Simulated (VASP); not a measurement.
# ClO (P1) in VASP: a series of runs, part 2 of 3

VASP 6.6.1. Earlier steps stand in the parts before.

## (3) Single point, r2SCAN+D3(BJ)

Contents of POSCAR:

```
ClO
1.0
    3.1963500000      0.0011600000      0.0028800000
    0.0011600000      3.1796500000     -0.0047000000
    0.0028800000     -0.0047000000      3.1797200000
Cl O
1 1
Direct
    0.9920200000      0.9844800000      0.9975100000
    0.4982704582      0.5125919970      0.4912281401
```

Contents of INCAR.step1:

```
  ALGO = Normal
  EDIFF = 1E-4
  ENCUT = 520
  GGA = PE
  ISMEAR = 0
  LASPH = True
  LCHARG = False
  LREAL = False
  LWAVE = True
  NBANDS = 14
  NELM = 80
  PREC = Accurate
  SIGMA = 0.05
```

Contents of INCAR.step2:

```
  ALGO = Normal
  EDIFF = 1E-6
  ENCUT = 520
  ISIF = 2
  ISMEAR = 0
  ISTART = 1
  IVDW = 12
  LASPH = True
  LCHARG = True
  LELF = True
  LMIXTAU = True
  LREAL = False
  LVHAR = True
  LWAVE = False
  METAGGA = R2SCAN
  NBANDS = 14
  NELM = 80
  PREC = Accurate
  SIGMA = 0.05
  VDW_A1 = 0.49484001
  VDW_A2 = 5.73083694
  VDW_S6 = 1.0
  VDW_S8 = 0.78981345
```

Contents of KPOINTS:

```
k-points
0
Gamma
  6 6 6
```

Potentials or basis: VASP PAW PBE potentials, release 64 (Cl, O).

The run is started by

```bash
$ cat potpaw_PBE.64/Cl/POTCAR potpaw_PBE.64/O/POTCAR > POTCAR
$ cp INCAR.step1 INCAR
$ mpirun -np 1 vasp_std > vasp.out
$ cp INCAR.step2 INCAR
$ mpirun -np 1 vasp_std > vasp.out
```

OUTCAR:

```text
EDIFF = 1E-6
   ENCUT = 520
   ISIF = 2
   ISMEAR = 0
   ISTART = 1
   IVDW = 12
   LASPH = True
   LREAL = False
   METAGGA = R2SCAN
   NELM = 80
   PREC = Accurate
 IVDW          = 12

 ion  position               nearest neighbor table
   1  0.992  0.984  0.998-
   2  0.498  0.513  0.491-

  LATTYP: Found a triclinic cell.
 ALAT       =     3.1796536852
 B/A-ratio  =     1.4184466603
 C/A-ratio  =     1.0000223586
 COS(alpha) =     0.0008038485
 COS(beta)  =     0.0029559294
 COS(gamma) =     0.7055113482

  Lattice vectors:

 A1 = (   0.0011600000,   3.1796500000,  -0.0047000000)
 A2 = (   3.1975100000,   3.1808100000,  -0.0018200000)
 A3 = (  -0.0028800000,   0.0047000000,  -3.1797200000)

Analysis of symmetry for initial positions (statically):
=====================================================================
 Subroutine PRICEL returns:
 Original cell was already a primitive cell.

 Routine SETGRP: Setting up the symmetry group for a
 triclinic supercell.

 Subroutine GETGRP returns: Found  1 space group operations
 (whereof  1 operations were pure point group operations)
 out of a pool of  2 trial point group operations.

The static configuration has the point symmetry C_1 .

Analysis of symmetry for dynamics (positions and initial velocities):
=====================================================================
 Subroutine PRICEL returns:
 Original cell was already a primitive cell.

 Routine SETGRP: Setting up the symmetry group for a
 triclinic supercell.

 Subroutine GETGRP returns: Found  1 space group operations
 (whereof  1 operations were pure point group operations)
 out of a pool of  2 trial point group operations.

The dynamic configuration has the point symmetry C_1 .

 Subroutine INISYM returns: Found  1 space group operations
 (whereof  1 operations are pure point group operations),
 and found     1 'primitive' translations

----------------------------------------------------------------------------------------

                                     Primitive cell

  volume of cell :      32.3163

  direct lattice vectors                    reciprocal lattice vectors
     3.196350000  0.001160000  0.002880000     0.312857149 -0.000114556 -0.000283537
     0.001160000  3.179650000 -0.004700000    -0.000114556  0.314500753  0.000464973
     0.002880000 -0.004700000  3.179720000    -0.000283537  0.000464973  0.314494044

  length of vectors
     3.196351508  3.179653685  3.179724778     0.312857299  0.314501117  0.314494516

  position of ions in fractional coordinates (direct lattice)
     0.992020000  0.984480000  0.997510000
     0.498270458  0.512591997  0.491228140

  ion indices of the primitive-cell ions
   primitive index   ion index
                 1           1
                 2           2

----------------------------------------------------------------------------------------

 KPOINTS: k-points

Automatic generation of k-mesh.
 Grid dimensions read from file:
[... 26 lines left out ...]
  0.000000  0.166667  0.000000      2.000000
  0.166667  0.166667 -0.000000      2.000000
[... 16 lines left out ...]
  0.333333 -0.000000  0.166667      2.000000
  0.500000  0.000000  0.166667      2.000000
 [... further k-points ...]
   k-points           NKPTS =    112   k-points in BZ     NKDIM =    112   number of bands    NBANDS=     14
   number of dos      NEDOS =    301   number of ions     NIONS =      2
   total plane-waves  NPLWV =  13824
   dimension x,y,z NGX =    24 NGY =   24 NGZ =   24
   dimension x,y,z NGXF=    48 NGYF=   48 NGZF=   48
   ions per type =               1   1
   NGX,Y,Z   is equivalent  to a cutoff of  12.48, 12.55, 12.55 a.u.
   NGXF,Y,Z  is equivalent  to a cutoff of  24.97, 25.10, 25.10 a.u.
 SYSTEM =  unknown system
   PREC   = accura    normal or accurate (medium, high low for compatibility)
   ISTART =      1    job   : 0-new  1-cont  2-samecut
   ICHARG =      0    charge: 1-file 2-atom 10-const
   ISPIN  =      1    spin polarized calculation?
   LNONCOLLINEAR =      F non collinear calculations
   LSORBIT =      F    spin-orbit coupling
   LASPH  =      T    aspherical Exc in radial PAW
   ENCUT  =  520.0 eV  38.22 Ry    6.18 a.u.   5.94  5.91  5.91*2*pi/ulx,y,z
   NELM   =     80;   NELMIN=  2; NELMDL=  0     # of ELM steps
   EDIFF  = 0.1E-05   stopping-criterion for ELM
   LREAL  =      F    real-space projection
   EDIFFG = 0.1E-04   stopping-criterion for IOM
   NSW    =      0    number of steps for IOM
   IBRION =     -1    ionic relax: 0-MD 1-quasi-New 2-CG
   NFREE  =      0    steps in history (QN), initial steepest desc. (CG)
   ISIF   =      2    stress and relaxation
   ISYM   =      2    0-nonsym 1-usesym 2-fastsym
   POTIM  = 0.5000    time-step for ionic-motion
   TEBEG  =    0.0;   TEEND  =   0.0 temperature during run
   PSTRESS=    0.0 pullay stress
   NELECT =      13.0000    total number of electrons
   NUPDOWN=      -1.0000    fix difference up-down
   EMIN   =  10.00;   EMAX   =-10.00  energy-range for DOS
   EFERMI =   0.00;   METHOD = LEGACY
   ISMEAR =     0;   SIGMA  =   0.05  broadening in eV -4-tet -1-fermi 0-gaus
   EFERMI_NEDOS =   21; number of points for ismear=-14 and -15
   IALGO  =     38    algorithm
   IMIX   =      4    mixing-type and parameters
     AMIX     =   0.40;   BMIX     =  1.00
     AMIX_MAG =   1.60;   BMIX_MAG =  1.00
  volume/ion in A,a.u.               =      16.16       109.04
  Fermi-wavevector in a.u.,A,eV,Ry     =   1.208506  2.283746 19.871136  1.460487
  Thomas-Fermi vector in A             =   2.344112
   LORBIT       =      0    0 simple, 1 ext, 2 COOP (PROOUT), +10 PAW based schemes
   METAGGA = R2SCAN    functional components
   LHFCALC =     F    Hartree Fock is set to
   AEXX    =    0.0000 exact exchange contribution
   IVDW    =    12    specifies the selected vdW correction
   LEPSILON=     F    determine dielectric tensor
   LRPA    =     F    only Hartree local field effects (RPA)
 non-spin polarized calculation
 Gauss-broadening in eV      SIGMA  =   0.05
  energy-cutoff  :      520.00
  volume of cell :       32.32
 maximum number of plane-waves:       912
   NGX = 11   NGY = 11   NGZ = 11

 number of electron      12.9999999 magnetization

 Free energy of the ion-electron system (eV)
  ---------------------------------------------------
  ext. energy  EPLUGINS =         0.00000000
  ---------------------------------------------------
  free energy    TOTEN  =        -7.88420075 eV

  energy without entropy =       -7.87980210  energy(sigma->0) =       -7.88200143

 E-fermi :   0.4071     XC(G=0): -10.3270

 val. band max:        0.4023985134   @ k =   0.5000   0.1667  -0.0000
 cond. band min:       0.4083672399   @ k =   0.5000   0.1667   0.1667
 fundamental gap:      0.0059687265
 Fermi energy:         0.4071021744

 k-point     1 :       0.0000    0.0000    0.0000
  band No.  band energies     occupation
      1     -17.5877      2.00000
      2     -14.0626      2.00000
      3      -1.8534      2.00000
      4      -1.7997      2.00000
      5      -1.7683      2.00000
      6       1.2124      0.00000
      7       1.2392      0.00000
      8       1.2536      0.00000
      9      10.9834      0.00000
     10      11.0499      0.00000
     11      12.4398      0.00000
     12      19.1971      0.00000
     13      19.2216      0.00000
     14      19.2927      0.00000
[... 377 lines left out ...]
      1     -16.7825      2.00000
      2     -14.5210      2.00000
      3      -3.0655      2.00000
      4      -2.1292      2.00000
      5      -0.3438      2.00000
      6      -0.1397      2.00000
      7       0.0555      2.00000
      8       0.4306      0.50592
      9      13.1137      0.00000
     10      14.3766      0.00000
     11      14.9631      0.00000
     12      16.6667      0.00000
     13      18.4479      0.00000
     14      18.4546      0.00000

 [... further k-points ...]

------------------------ aborting loop because EDIFF is reached ----------------------------------------

 Edisp (eV)   -0.14417

 E8    (eV) :    -0.0321

  FORCE on cell =-STRESS in cart. coord.  units (eV):
  Direction    XX          YY          ZZ          XY          YZ          ZX
  --------------------------------------------------------------------------------------
  -------------------------------------------------------------------------------------
  Total      -2.61005    -2.51823    -2.53880    -0.01146    -0.02245     0.03119
  in kB    -129.40126  -124.84896  -125.86859    -0.56801    -1.11307     1.54619
  external pressure =     -126.71 kB  Pullay stress =        0.00 kB

 VOLUME and BASIS-vectors are now :
 -----------------------------------------------------------------------------
  energy-cutoff  :      520.00
  volume of cell :       32.32
      direct lattice vectors                 reciprocal lattice vectors
     3.196350000  0.001160000  0.002880000     0.312857149 -0.000114556 -0.000283537
     0.001160000  3.179650000 -0.004700000    -0.000114556  0.314500753  0.000464973
     0.002880000 -0.004700000  3.179720000    -0.000283537  0.000464973  0.314494044

 POSITION                                       TOTAL-FORCE (eV/Angst)
 -----------------------------------------------------------------------------------
      3.17486      3.12676      3.17003        -0.052443     -0.251390      0.051789
      1.59466      1.62813      1.56099         0.052443      0.251390     -0.051789
 -----------------------------------------------------------------------------------
    total drift:                                0.002409     -0.004195      0.002792

  FREE ENERGIE OF THE ION-ELECTRON SYSTEM (eV)
  ---------------------------------------------------
  free  energy   TOTEN  =        -8.0283745870 eV

  energy  without entropy=       -8.0239759394  energy(sigma->0) =       -8.02617526
```

It took 37 s on 1 thread of Intel Xeon 6975P-C (Granite Rapids), shared host; peak memory 0.17 GiB.

Results:

```
Free energy                : -8.0284 eV
Pressure                   : -12.7 GPa
Largest force              : 0.262 eV/Å
Dispersion energy per atom : -0.072 eV
```

Forces in eV/Å, atoms in the order of the input:
```
Cl  -0.052 -0.251  0.052
O    0.052  0.251 -0.052
```

Stress tensor (GPa, compression positive):
```
-12.94  -0.06   0.15
 -0.06 -12.48  -0.11
  0.15  -0.11 -12.59
```

Caveat: three body term missing; the PAW data sets were made with another functional, which shifts forces and pressure a little; an odd number of electrons without spin polarisation forces a metal; a magnetic or distorted state may lie lower; pairwise dispersion overbinds metals, which lowers pressure and volume.

[end of part 2 of 3]
